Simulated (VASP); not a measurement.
The system is AlFe.

```
CELL_PARAMETERS angstrom
2.91000 0.00000 0.00000
0.00000 2.91000 0.00000
0.00000 0.00000 2.91000
ATOMIC_POSITIONS crystal
Al 0.00000 0.00000 0.00000
Fe 0.50000 0.50000 0.55155
```

```yaml
Program: VASP 6.6.1
Task: relaxation of the atoms
Functional: PBEsol
Potentials_or_basis: VASP PAW PBE potentials, release 64 (Al, Fe)
Cutoff: 520 eV
k_mesh: 6 × 6 × 6, shifted
Occupations: methfessel-paxton, width 0.02 eV
Spin: collinear spin, ferromagnetic start
Starting_moments: "[0.0, 3.5] μB"
```

At the start: pressure -8.7 GPa; volume 12.32 Å³/atom.

How do energy, volume and symmetry change on relaxing?

Over 3 steps the energy falls by 38.0 meV/atom; space group P4mm (No. 99, to 0.1 Å) before, Pm-3m (No. 221, to 0.1 Å); moment 0.93 μB per cell.

The path:
| step | energy change (eV) | largest force (eV/Å) | pressure (GPa) |
| --- | --- | --- | --- |
| 1 | 0.0000 | 1.0012 | -8.66 |
| 2 | -0.0662 | 0.3657 | -9.98 |
| 3 | -0.0760 | 0.0046 | -10.17 |

Final structure:
```xyz
2
Lattice="2.9100 0.0000 0.0000 0.0000 2.9100 0.0000 0.0000 0.0000 2.9100" Properties=species:S:1:pos:R:3 pbc="T T T"
Al    0.0000    0.0000    0.0753
Fe    1.4550    1.4550    1.5297
```

Caveat: the PAW data sets were made with another functional, which shifts forces and pressure a little.
